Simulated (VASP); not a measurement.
## SiTe: single point with PBEsol-based global hybrid

SiTe:

```
CELL_PARAMETERS angstrom
3.09875 0.00000 0.00000
-1.54938 2.68360 0.00000
0.00000 0.00000 5.66879
ATOMIC_POSITIONS crystal
Si 0.00000 0.00000 0.50000
Te 0.00000 0.00000 0.00000
```

| Item | Value |
| --- | --- |
| Program | VASP 6.6.1 |
| Task | single point |
| Functional | PBEsol-based global hybrid |
| Potentials or basis | VASP PAW PBE potentials, release 64 (Si, Te) |
| Cutoff | 520 eV |
| k mesh | 4 × 4 × 3 |
| Occupations | fermi-dirac, width 0.05 eV |
| Spin | no spin polarisation |
| Dipole correction | no |
| Grid for exact exchange (PRECFOCK) | Normal |
| Share of exact exchange | 0.25 |
| Further INCAR settings | ALGO = Normal; EDIFF = 1e-06; NBANDS = 12 |

```
Pressure               : -0.6 GPa
Band gap on the k mesh : zero (band 5 reaches 12.59 eV, above the bottom of band 6 at 6.52 eV)
```

Stress tensor (GPa, compression positive):
```
-0.57  0.00  0.00
 0.00 -0.57  0.00
 0.00  0.00 -0.73
```

Levels at points of the mesh, in eV from the Fermi level:
```tsv
k point	band 1	band 2	band 3	band 4	band 5	band 6	band 7	band 8
(0.00, 0.00, 0.00)	-17.00	-10.67	-8.14	4.59	4.59	5.14	7.65	8.29
(0.50, 0.00, 0.00)	-12.97	-8.60	-6.21	-4.93	-3.74	1.00	2.42	5.19
```

It took 54 s on 1 thread of AMD EPYC 9R45 (Zen 5), with other jobs on the host, peak memory 0.14 GiB.

Caveat: the k points lie up to 0.59 Å⁻¹ apart; the PAW data sets were made with another functional, which shifts forces and pressure a little; spin-orbit coupling is left out, which moves the levels of the heavy elements.
